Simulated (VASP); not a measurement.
A run of VASP 6.6.1:

INCAR

```
SYSTEM = C
ALGO     = Normal         ! electronic algorithm
EDIFF    = 1E-6           ! SCF threshold, eV
ENCUT    = 520            ! plane-wave cutoff, eV
GGA      = PE             ! functional
ISIF     = 2              ! what is computed and relaxed
ISMEAR   = 0              ! smearing method
LASPH    = .True.         ! aspherical terms in the spheres
LCHARG   = .False.        ! write CHGCAR
LREAL    = .False.        ! projectors in reciprocal space
LWAVE    = .False.        ! write WAVECAR
NBANDS   = 16             ! bands
NELM     = 100            ! most SCF steps
PREC     = Accurate       ! precision mode
SIGMA    = 0.1            ! smearing width, eV
```

Contents of KPOINTS:

```
k-points
0
Gamma
  18 18 6
  0 0 0
```

Contents of POSCAR:

```
C
1.0
    2.4665327885      0.0000000000      0.0000000000
   -1.2332663943      2.1360800541      0.0000000000
    0.0000000000      0.0000000000      8.4654495156
C
4
Direct
    0.0000000000      0.0000000000      0.2500000000
    0.0000000000      0.0000000000      0.7500000000
    0.3333333333      0.6666666667      0.2500000000
    0.6666666667      0.3333333333      0.7500000000
```

Potentials or basis: VASP PAW PBE potentials, release 64 (C).

Run with:

```console
$ cat potpaw_PBE.64/C/POTCAR > POTCAR
$ mpirun -np 1 vasp_std > vasp.out
```

Hardware: 1 thread of Intel(R) Xeon(R) Platinum 8375C CPU @ 2.90GHz (Ice Lake), on a shared host.

Problem. How long does it take, and how much memory?

Solution. Wall time 46 s on 1 thread of Intel(R) Xeon(R) Platinum 8375C CPU @ 2.90GHz (Ice Lake), on a shared host, peak memory 0.19 GiB. Counts: scf iterations 13, k points 148.
